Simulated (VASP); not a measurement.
# Lu (Im-3m) in VASP: a series of runs

Lu is run at these levels: PBE; tasks: single point.

All numbers are computed with VASP 6.6.1; they aren't measurements. Logs are shortened: lines on timing, memory, paths and dates and some standing lists are left out, and cuts for length are marked.

## (1) The cell of the first run

Symmetry: Im-3m, No. 229, cubic system. Conventional cell: a = 3.901 Å, b = 3.901 Å, c = 3.901 Å, α = 90.00°, β = 90.00°, γ = 90.00°. Lu (site symmetry m-3m) has 14 Lu at 3.38 to 3.90 Å within 4.4 Å.

This isn't the form of Lu at room conditions, which is hcp.

## (2) Single point, PBE

Input file INCAR:

```
  PREC = Accurate
  ENCUT = 520
  EDIFF = 1E-6
  ISMEAR = -1
  SIGMA = 0.1
  LREAL = False
  LASPH = True
  NELM = 80
  ALGO = Normal
  ISIF = 2
  LWAVE = False
  LCHARG = False
  GGA = PE
  NBANDS = 18
```

Input file KPOINTS:

```
Automatic mesh
0
Gamma
  11 11 11
```

Input file POSCAR:

```
Lu
1.0
   -1.9505918332      1.9505918332      1.9505918332
    1.9505918332     -1.9505918332      1.9505918332
    1.9505918332      1.9505918332     -1.9505918332
Lu
1
Direct
    0.0000000000      0.0000000000      0.0000000000
```

Potentials or basis: VASP PAW PBE potentials, release 64 (Lu).

Command:

```
$ cat potpaw_PBE.64/Lu/POTCAR > POTCAR
$ mpirun -np 1 vasp_std > vasp.out
```

OUTCAR:

```text
PREC = Accurate
   ENCUT = 520
   EDIFF = 1E-6
   ISMEAR = -1
   LREAL = False
   LASPH = True
   NELM = 80
   ISIF = 2
   GGA = PE

 ion  position               nearest neighbor table
   1  0.000  0.000  0.000-

  LATTYP: Found a body centered cubic cell.
 ALAT       =     3.9011836664

  Lattice vectors:

 A1 = (  -1.9505918332,   1.9505918332,   1.9505918332)
 A2 = (   1.9505918332,  -1.9505918332,   1.9505918332)
 A3 = (   1.9505918332,   1.9505918332,  -1.9505918332)

Analysis of symmetry for initial positions (statically):
=====================================================================
 Subroutine PRICEL returns:
 Original cell was already a primitive cell.

 Routine SETGRP: Setting up the symmetry group for a
 body centered cubic supercell.

 Subroutine GETGRP returns: Found 48 space group operations
 (whereof 48 operations were pure point group operations)
 out of a pool of 48 trial point group operations.

The static configuration has the point symmetry O_h .

Analysis of symmetry for dynamics (positions and initial velocities):
=====================================================================
 Subroutine PRICEL returns:
 Original cell was already a primitive cell.

 Routine SETGRP: Setting up the symmetry group for a
 body centered cubic supercell.

 Subroutine GETGRP returns: Found 48 space group operations
 (whereof 48 operations were pure point group operations)
 out of a pool of 48 trial point group operations.

The dynamic configuration has the point symmetry O_h .

 Subroutine INISYM returns: Found 48 space group operations
 (whereof 48 operations are pure point group operations),
 and found     1 'primitive' translations

----------------------------------------------------------------------------------------

                                     Primitive cell

  volume of cell :      29.6865

  direct lattice vectors                    reciprocal lattice vectors
    -1.950591833  1.950591833  1.950591833     0.000000000  0.256332458  0.256332458
     1.950591833 -1.950591833  1.950591833     0.256332458  0.000000000  0.256332458
     1.950591833  1.950591833 -1.950591833     0.256332458  0.256332458  0.000000000

  length of vectors
     3.378524160  3.378524160  3.378524160     0.362508839  0.362508839  0.362508839

  position of ions in fractional coordinates (direct lattice)
     0.000000000  0.000000000  0.000000000

  ion indices of the primitive-cell ions
   primitive index   ion index
                 1           1

----------------------------------------------------------------------------------------

 KPOINTS: Automatic mesh

Automatic generation of k-mesh.
 Grid dimensions read from file:
 generate k-points for:   11   11   11

 Generating k-lattice:

  Cartesian coordinates                     Fractional coordinates (reciprocal lattice)
     0.000000000  0.023302951  0.023302951     0.090909091  0.000000000  0.000000000
     0.023302951  0.000000000  0.023302951     0.000000000  0.090909091  0.000000000
     0.023302951  0.023302951  0.000000000     0.000000000  0.000000000  0.090909091

  Length of vectors
     0.032955349  0.032955349  0.032955349

  Shift w.r.t. Gamma in fractional coordinates (k-lattice)
     0.000000000  0.000000000  0.000000000

 Subroutine IBZKPT returns following result:
 ===========================================

 Found     56 irreducible k-points:

 Following reciprocal coordinates:
            Coordinates               Weight
  0.000000  0.000000  0.000000      1.000000
  0.090909  0.000000  0.000000     12.000000
  0.181818  0.000000  0.000000     12.000000
  0.272727  0.000000  0.000000     12.000000
  0.363636  0.000000  0.000000     12.000000
  0.454545  0.000000  0.000000     12.000000
[... 16 lines left out ...]
  0.272727  0.181818  0.090909     48.000000
  0.363636  0.181818  0.090909     24.000000
 [... further k-points ...]
   k-points           NKPTS =     56   k-points in BZ     NKDIM =     56   number of bands    NBANDS=     18
   number of dos      NEDOS =    301   number of ions     NIONS =      1
   total plane-waves  NPLWV =  21952
   dimension x,y,z NGX =    28 NGY =   28 NGZ =   28
   dimension x,y,z NGXF=    56 NGYF=   56 NGZF=   56
   ions per type =               1
   NGX,Y,Z   is equivalent  to a cutoff of  13.78, 13.78, 13.78 a.u.
   NGXF,Y,Z  is equivalent  to a cutoff of  27.56, 27.56, 27.56 a.u.
 SYSTEM =  unknown system
   PREC   = accura    normal or accurate (medium, high low for compatibility)
   ISTART =      0    job   : 0-new  1-cont  2-samecut
   ICHARG =      2    charge: 1-file 2-atom 10-const
   ISPIN  =      1    spin polarized calculation?
   LNONCOLLINEAR =      F non collinear calculations
   LSORBIT =      F    spin-orbit coupling
   LASPH  =      T    aspherical Exc in radial PAW
   ENCUT  =  520.0 eV  38.22 Ry    6.18 a.u.   6.28  6.28  6.28*2*pi/ulx,y,z
   NELM   =     80;   NELMIN=  2; NELMDL= -5     # of ELM steps
   EDIFF  = 0.1E-05   stopping-criterion for ELM
   LREAL  =      F    real-space projection
   EDIFFG = 0.1E-04   stopping-criterion for IOM
   NSW    =      0    number of steps for IOM
   IBRION =     -1    ionic relax: 0-MD 1-quasi-New 2-CG
   NFREE  =      0    steps in history (QN), initial steepest desc. (CG)
   ISIF   =      2    stress and relaxation
   ISYM   =      2    0-nonsym 1-usesym 2-fastsym
   POTIM  = 0.5000    time-step for ionic-motion
   TEBEG  =    0.0;   TEEND  =   0.0 temperature during run
   PSTRESS=    0.0 pullay stress
   NELECT =      25.0000    total number of electrons
   NUPDOWN=      -1.0000    fix difference up-down
   EMIN   =  10.00;   EMAX   =-10.00  energy-range for DOS
   EFERMI =   0.00;   METHOD = LEGACY
   ISMEAR =    -1;   SIGMA  =   0.10  broadening in eV -4-tet -1-fermi 0-gaus
   EFERMI_NEDOS =   21; number of points for ismear=-14 and -15
   IALGO  =     38    algorithm
   IMIX   =      4    mixing-type and parameters
     AMIX     =   0.40;   BMIX     =  1.00
     AMIX_MAG =   1.60;   BMIX_MAG =  1.00
  volume/ion in A,a.u.               =      29.69       200.33
  Fermi-wavevector in a.u.,A,eV,Ry     =   1.545973  2.921464 32.518346  2.390031
  Thomas-Fermi vector in A             =   2.651275
   LORBIT       =      0    0 simple, 1 ext, 2 COOP (PROOUT), +10 PAW based schemes
   GGA     = PE    functional components
   LHFCALC =     F    Hartree Fock is set to
   AEXX    =    0.0000 exact exchange contribution
   IVDW    =     0    specifies the selected vdW correction
   LEPSILON=     F    determine dielectric tensor
   LRPA    =     F    only Hartree local field effects (RPA)
 non-spin polarized calculation
  energy-cutoff  :      520.00
  volume of cell :       29.69
 maximum number of plane-waves:       807
 NGX is ok and might be reduce to    28
   NGX = 13   NGY = 13   NGZ = 13

 number of electron      24.9999994 magnetization

 Free energy of the ion-electron system (eV)
  ---------------------------------------------------
  ext. energy  EPLUGINS =         0.00000000
  ---------------------------------------------------
  free energy    TOTEN  =        -4.41814145 eV

  energy without entropy =       -4.34790577  energy(sigma->0) =       -4.38302361

 E-fermi :   2.2932     XC(G=0): -10.5815

 val. band max:        2.2900460110   @ k =   0.3636   0.1818   0.0909
 cond. band min:       2.3123643570   @ k =   0.3636   0.1818   0.0909
 fundamental gap:      0.0223183461
 Fermi energy:         2.2931718840

 k-point     1 :       0.0000    0.0000    0.0000
  band No.  band energies     occupation
      1     -54.1426      2.00000
      2     -24.5716      2.00000
      3     -24.5716      2.00000
      4     -24.5716      2.00000
      5      -3.8102      2.00000
      6      -2.8943      2.00000
[... 10 lines left out ...]
     17       6.6016      0.00000
     18      13.8680      0.00000

 k-point     2 :       0.0909    0.0000    0.0000
  band No.  band energies     occupation
      1     -54.1403      2.00000
      2     -24.6102      2.00000
      3     -24.5840      2.00000
      4     -24.5716      2.00000
      5      -3.5740      2.00000
      6      -2.8922      2.00000
[... 10 lines left out ...]
     17       6.6013      0.00000
     18      14.0905      0.00000

 k-point     3 :       0.1818    0.0000    0.0000
  band No.  band energies     occupation
      1     -54.1341      2.00000
      2     -24.7123      2.00000
      3     -24.6171      2.00000
      4     -24.5718      2.00000
      5      -2.9043      2.00000
      6      -2.8876      2.00000
[... 10 lines left out ...]
     17       6.6386      0.00000
     18      14.3031      0.00000

 k-point     4 :       0.2727    0.0000    0.0000
  band No.  band energies     occupation
      1     -54.1259      2.00000
      2     -24.8425      2.00000
      3     -24.6601      2.00000
      4     -24.5721      2.00000
      5      -2.8841      2.00000
      6      -2.8639      2.00000
[... 10 lines left out ...]
     17       6.7802      0.00000
     18      13.4276      0.00000

 k-point     5 :       0.3636    0.0000    0.0000
  band No.  band energies     occupation
      1     -54.1184      2.00000
      2     -24.9590      2.00000
      3     -24.6992      2.00000
      4     -24.5724      2.00000
      5      -2.8839      2.00000
      6      -2.8626      2.00000
[... 10 lines left out ...]
     17       7.8163      0.00000
     18      11.7574      0.00000

 k-point     6 :       0.4545    0.0000    0.0000
  band No.  band energies     occupation
      1     -54.1139      2.00000
      2     -25.0268      2.00000
      3     -24.7223      2.00000
      4     -24.5725      2.00000
      5      -2.8852      2.00000
      6      -2.8730      2.00000
[... 307 lines left out ...]
 k-point    21 :      -0.0909    0.0909    0.0909
  band No.  band energies     occupation
      1     -54.1380      2.00000
      2     -24.6222      2.00000
      3     -24.5965      2.00000
      4     -24.5965      2.00000
      5      -3.3420      2.00000
      6      -2.8914      2.00000
[... 10 lines left out ...]
     17       6.8982      0.00000
     18      14.7490      0.00000

 k-point    22 :       0.1818    0.1818    0.0909
  band No.  band energies     occupation
      1     -54.1180      2.00000
      2     -24.9303      2.00000
      3     -24.6880      2.00000
      4     -24.6312      2.00000
      5      -2.8711      2.00000
      6      -2.8654      2.00000
[... 10 lines left out ...]
     17       8.3625      0.00000
     18      11.0933      0.00000

 k-point    23 :       0.2727    0.1818    0.0909
  band No.  band energies     occupation
      1     -54.1137      2.00000
      2     -24.9516      2.00000
      3     -24.7497      2.00000
      4     -24.6419      2.00000
      5      -2.8766      2.00000
      6      -2.8636      2.00000
[... 10 lines left out ...]
     17       8.8545      0.00000
     18       9.9742      0.00000

 k-point    24 :       0.3636    0.1818    0.0909
  band No.  band energies     occupation
      1     -54.1121      2.00000
      2     -24.9521      2.00000
      3     -24.7812      2.00000
      4     -24.6448      2.00000
      5      -2.8774      2.00000
      6      -2.8642      2.00000
[... 10 lines left out ...]
     17       8.3258      0.00000
     18      10.3946      0.00000

 [... further k-points ...]
[... 5 lines left out ...]
  --------------------------------------------------------------------------------------
  -------------------------------------------------------------------------------------
  Total        0.0245535      0.0245535      0.0245535     -0.0000000     -0.0000000      0.0000000
  in kB        1.3251505      1.3251505      1.3251505     -0.0000000     -0.0000000      0.0000000
  external PRESSURE =       1.3251505 kB  Pullay stress =       0.0000000 kB

 VOLUME and BASIS-vectors are now :
 -----------------------------------------------------------------------------
  energy-cutoff  :      520.00
  volume of cell :       29.69
      direct lattice vectors                 reciprocal lattice vectors
    -1.950591833  1.950591833  1.950591833     0.000000000  0.256332458  0.256332458
     1.950591833 -1.950591833  1.950591833     0.256332458  0.000000000  0.256332458
     1.950591833  1.950591833 -1.950591833     0.256332458  0.256332458  0.000000000

 POSITION                                       TOTAL-FORCE (eV/Angst)
 -----------------------------------------------------------------------------------
      0.00000      0.00000      0.00000        -0.000000      0.000000      0.000000
 -----------------------------------------------------------------------------------
    total drift:                               -0.000000     -0.000000     -0.000000

  FREE ENERGIE OF THE ION-ELECTRON SYSTEM (eV)
  ---------------------------------------------------
  free  energy   TOTEN  =        -4.4181414531 eV

  energy  without entropy=       -4.3479057697  energy(sigma->0) =       -4.38302361
```

Wall time 20 s (1 thread of Intel Xeon 6975P-C (Granite Rapids), shared host); peak memory 0.18 GiB.

Results:

| Property | Result |
| --- | --- |
| Free energy | -4.4181 eV |
| Pressure | 0.1 GPa |
| Band gap on the k mesh | zero (an odd number of electrons rules out a gap without spin polarisation) |

Caveat: spin-orbit coupling is left out, which moves the levels of the heavy elements.

[end of part 1 of 2]
